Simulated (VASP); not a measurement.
# NaCl (k07) (Fm-3m) in VASP: a series of runs, part 2 of 2

VASP 6.6.1. The steps go on from the part before.

**4. Relaxation of cell and atoms, PBE, target pressure 12 GPa, at which the enthalpy is minimised**

This run uses another cell than the first one, of 22.19 Å³/atom, 1.259 times its volume.

File INCAR:

```
SYSTEM = NaCl
PREC = Accurate
ENCUT = 600
EDIFF = 1E-6
ISMEAR = 0
SIGMA = 0.02
LREAL = .False.
LASPH = .True.
NELM = 80
ALGO = Normal
ISIF = 3
LWAVE = .False.
LCHARG = .False.
GGA = PE
IBRION = 2
NSW = 100
EDIFFG = -0.002
PSTRESS = 120.0
```

File KPOINTS:

```
regular mesh
0
Gamma
  10 10 10
  0 0 0
```

File POSCAR:

```
NaCl
1.0
    0.0000000000      2.8100000000      2.8100000000
    2.8100000000      0.0000000000      2.8100000000
    2.8100000000      2.8100000000      0.0000000000
Na Cl
1 1
Direct
    0.0000000000      0.0000000000      0.0000000000
    0.5000000000      0.5000000000      0.5000000000
```

Potentials or basis: VASP PAW PBE potentials, release 64 (Na_pv, Cl).

Launch:

```bash
$ cat potpaw_PBE.64/Na_pv/POTCAR potpaw_PBE.64/Cl/POTCAR > POTCAR
$ mpirun -np 1 vasp_std > vasp.out
```

OUTCAR:

```text
SYSTEM = NaCl
   PREC = Accurate
   ENCUT = 600
   EDIFF = 1E-6
   ISMEAR = 0
   LREAL = .False.
   LASPH = .True.
   NELM = 80
   ISIF = 3
   GGA = PE
   IBRION = 2
   NSW = 100
   EDIFFG = -0.002
   PSTRESS = 120.0

 ion  position               nearest neighbor table
   1  0.000  0.000  0.000-
   2  0.500  0.500  0.500-

  LATTYP: Found a face centered cubic cell.
 ALAT       =     5.6200000000

  Lattice vectors:

 A1 = (   0.0000000000,   2.8100000000,   2.8100000000)
 A2 = (   2.8100000000,   0.0000000000,   2.8100000000)
 A3 = (   2.8100000000,   2.8100000000,   0.0000000000)

Analysis of symmetry for initial positions (statically):
=====================================================================
 Subroutine PRICEL returns:
 Original cell was already a primitive cell.

 Routine SETGRP: Setting up the symmetry group for a
 face centered cubic supercell.

 Subroutine GETGRP returns: Found 48 space group operations
 (whereof 48 operations were pure point group operations)
 out of a pool of 48 trial point group operations.

The static configuration has the point symmetry O_h .

Analysis of symmetry for dynamics (positions and initial velocities):
=====================================================================
 Subroutine PRICEL returns:
 Original cell was already a primitive cell.

 Routine SETGRP: Setting up the symmetry group for a
 face centered cubic supercell.

 Subroutine GETGRP returns: Found 48 space group operations
 (whereof 48 operations were pure point group operations)
 out of a pool of 48 trial point group operations.

The dynamic configuration has the point symmetry O_h .

 Subroutine INISYM returns: Found 48 space group operations
 (whereof 48 operations are pure point group operations),
 and found     1 'primitive' translations

----------------------------------------------------------------------------------------

                                     Primitive cell

  volume of cell :      44.3761

  direct lattice vectors                    reciprocal lattice vectors
     0.000000000  2.810000000  2.810000000    -0.177935943  0.177935943  0.177935943
     2.810000000  0.000000000  2.810000000     0.177935943 -0.177935943  0.177935943
     2.810000000  2.810000000  0.000000000     0.177935943  0.177935943 -0.177935943

  length of vectors
[... 94 lines left out ...]
   NUPDOWN=      -1.0000    fix difference up-down
   EMIN   =  10.00;   EMAX   =-10.00  energy-range for DOS
   EFERMI =   0.00;   METHOD = LEGACY
   ISMEAR =     0;   SIGMA  =   0.02  broadening in eV -4-tet -1-fermi 0-gaus
   EFERMI_NEDOS =   21; number of points for ismear=-14 and -15
   IALGO  =     38    algorithm
   IMIX   =      4    mixing-type and parameters
     AMIX     =   0.40;   BMIX     =  1.00
     AMIX_MAG =   1.60;   BMIX_MAG =  1.00
  volume/ion in A,a.u.               =      22.19       149.73
  Fermi-wavevector in a.u.,A,eV,Ry     =   1.114469  2.106040 16.898985  1.242040
  Thomas-Fermi vector in A             =   2.251064
   LORBIT       =      0    0 simple, 1 ext, 2 COOP (PROOUT), +10 PAW based schemes
   GGA     = PE    functional components
   LHFCALC =     F    Hartree Fock is set to
   AEXX    =    0.0000 exact exchange contribution
   IVDW    =     0    specifies the selected vdW correction
   LEPSILON=     F    determine dielectric tensor
   LRPA    =     F    only Hartree local field effects (RPA)
 conjugate gradient relaxation of ions
 non-spin polarized calculation
 Gauss-broadening in eV      SIGMA  =   0.02
  energy-cutoff  :      600.00
  volume of cell :       44.38
 maximum number of plane-waves:      1494
   NGX = 15   NGY = 15   NGZ = 15

--------------------------------------- Ionic step        1  -------------------------------------------

 number of electron      14.0000007 magnetization

 Free energy of the ion-electron system (eV)
  ---------------------------------------------------
  ext. energy  EPLUGINS =         0.00000000
  ---------------------------------------------------
  free energy    TOTEN  =        -6.77228186 eV

  energy without entropy =       -6.77228186  energy(sigma->0) =       -6.77228186

 E-fermi :  -0.4897     XC(G=0):  -8.2120

 val. band max:       -0.6700541007   @ k =   0.0000   0.0000   0.0000
 cond. band min:       4.4787649626   @ k =   0.0000   0.0000   0.0000
 fundamental gap:      5.1488190633
 Fermi energy:        -0.4897138260

 k-point     1 :       0.0000    0.0000    0.0000
  band No.  band energies     occupation
      1     -21.4677      2.00000
      2     -21.4677      2.00000
      3     -21.4677      2.00000
      4     -13.3524      2.00000
      5      -0.6701      2.00000
      6      -0.6701      2.00000
      7      -0.6701      2.00000
      8       4.4788      0.00000
      9      10.4617      0.00000
     10      10.4617      0.00000
     11      10.4617      0.00000
[... 435 lines left out ...]
--------------------------------------- Ionic step        4  -------------------------------------------

 number of electron      13.9999993 magnetization

 Free energy of the ion-electron system (eV)
  ---------------------------------------------------
  ext. energy  EPLUGINS =         0.00000000
  ---------------------------------------------------
  free energy    TOTEN  =        -6.46065906 eV

  energy without entropy =       -6.46065906  energy(sigma->0) =       -6.46065906

 E-fermi :   1.0036     XC(G=0):  -9.2447

 val. band max:        0.9176434348   @ k =   0.0000   0.0000   0.0000
 cond. band min:       7.1325959146   @ k =   0.0000   0.0000   0.0000
 fundamental gap:      6.2149524798
 Fermi energy:         1.0035882972

 k-point     1 :       0.0000    0.0000    0.0000
  band No.  band energies     occupation
      1     -19.5690      2.00000
      2     -19.5690      2.00000
      3     -19.5690      2.00000
      4     -12.4290      2.00000
      5       0.9176      2.00000
      6       0.9176      2.00000
      7       0.9176      2.00000
      8       7.1326      0.00000
      9      12.1785      0.00000
     10      12.1785      0.00000
     11      12.1785      0.00000
[... 355 lines left out ...]
  energy  without entropy=       -6.4606590564  energy(sigma->0) =       -6.46065906

  enthalpy is  TOTEN    =        -3.8189708513 eV   P V=        2.6416882051

 reached required accuracy - stopping structural energy minimisation
```

CONTCAR:

```text
NaCl
   1.00000000000000
     0.0000000000000000    2.6029168766208497    2.6029168766208497
     2.6029168766208497    0.0000000000000000    2.6029168766208497
     2.6029168766208497    2.6029168766208497    0.0000000000000000
  Na              Cl
     1     1
Direct
     0.0000000000000000    1.0000000000000000    0.0000000000000000
     0.5000000000000000    0.5000000000000000    0.5000000000000000

  0.00000000E+00  0.00000000E+00  0.00000000E+00
  0.00000000E+00  0.00000000E+00  0.00000000E+00
```

Run time: 41 s. Hardware: 1 thread of Intel Xeon Platinum 8259CL at 2.50GHz (Skylake/Cascade Lake), shared host; peak memory 0.18 GiB.

What came out:

* Free energy: -6.4607 eV
* Relaxed volume: 17.64 Å³/atom
* Relaxed cell: a = 3.681 Å, b = 3.681 Å, c = 3.681 Å, α = 60.00°, β = 60.00°, γ = 60.00°
* Space group after relaxing (to 0.05 Å): Fm-3m (No. 225)
* Energy change on relaxing (the enthalpy is what falls): +155.8 meV/atom
* Ionic steps: 4
* Pressure after relaxing: 12.0 GPa
* Band gap on the k mesh: 6.21 eV, direct

Step by step:
```
step  energy change (eV)  largest force (eV/Å)  pressure (GPa)  volume (Å³)
   1              0.0000                0.0000            1.05        44.38
   2              0.3069                0.0000           11.86        35.33
   3              0.3116                0.0000           11.98        35.27
   4              0.3116                0.0000           12.00        35.27
```

Final structure:
```cif
data_structure
_symmetry_space_group_name_H-M 'P 1'
_symmetry_Int_Tables_number 1
_cell_length_a 3.6811
_cell_length_b 3.6811
_cell_length_c 3.6811
_cell_angle_alpha 60.000
_cell_angle_beta 60.000
_cell_angle_gamma 60.000
_cell_volume 35.27
loop_
_atom_site_label
_atom_site_type_symbol
_atom_site_fract_x
_atom_site_fract_y
_atom_site_fract_z
_atom_site_occupancy
Na1 Na 0.00000 0.00000 0.00000 1
Cl1 Cl 0.50000 0.50000 0.50000 1
```

Caveat: the cell is relaxed towards a set pressure, so the enthalpy falls and the energy may rise; the volume moved by over 15 % at a fixed basis, so the end points are rough.

**5. The runs side by side**

| task | cell | cutoff (eV) | gap on the mesh (eV) | pressure (GPa) |
| --- | --- | --- | --- | --- |
| single point | a = 3.680 Å, angles 60.0°, 2 atoms | 520 | 6.22 | 12.0 |
| relaxation of cell and atoms | relaxed to 12 GPa from a = 3.680 Å, angles 60.0°, 2 atoms | 600 | 6.21 | 12.0 |
| relaxation of cell and atoms | relaxed to 12 GPa from a = 3.974 Å, angles 60.0°, 2 atoms | 600 | 6.21 | 12.0 |

Alike in all rows: level PBE; potentials or basis VASP PAW PBE potentials, release 64 (Na_pv, Cl); no spin polarisation; k mesh 10 × 10 × 10; smearing gaussian 0.02 eV.

Caveats: the cell is relaxed towards a set pressure, so the enthalpy falls and the energy may rise (some runs); the volume moved by over 15 % at a fixed basis, so the end points are rough (some runs).

Absolute energies hang on the potentials; compare differences alone.
